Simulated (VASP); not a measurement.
The system is PbF2.

```
Pb F
1.0
     0.00000    2.96366    2.96366
     2.96366    0.00000    2.96366
     2.96366    2.96366    0.00000
Pb F
1 2
Direct
  0.00000 0.00000 0.00000
  0.75000 0.75000 0.75000
  0.25000 0.25000 0.25000
```

```yaml
Program: VASP 6.6.1
Task: relaxation of cell and atoms
Functional: revPBE
Dispersion: D3(BJ)
Potentials_or_basis: VASP PAW PBE potentials, release 64 (Pb_d, F)
Cutoff: 600 eV
k_mesh: 8 × 8 × 8
Occupations: fermi-dirac, width 0.05 eV
Spin: no spin polarisation
```

At the start: pressure 2.3 GPa; volume 17.35 Å³/atom.

Problem. How do energy, volume and symmetry change on relaxing?

Solution. Over 3 steps the energy falls by 4.1 meV/atom and the volume is 17.93 Å³/atom (+3.3 %); space group Fm-3m (No. 225, to 0.1 Å) before and after.

Step by step:
| step | energy change (eV) | largest force (eV/Å) | pressure (GPa) | volume (Å³) |
| --- | --- | --- | --- | --- |
| 1 | 0.0000 | 0.0000 | 2.32 | 52.06 |
| 2 | -0.0121 | 0.0000 | -0.20 | 53.97 |
| 3 | -0.0122 | 0.0000 | 0.00 | 53.80 |

Final structure:
```
Pb F
1.0
     0.00000    2.99638    2.99638
     2.99638    0.00000    2.99638
     2.99638    2.99638    0.00000
Pb F
1 2
Cartesian
  0.0000 0.0000 0.0000
  4.4946 4.4946 4.4946
  1.4982 1.4982 1.4982
```

Caveat: the PAW data sets were made with another functional, which shifts forces and pressure a little.
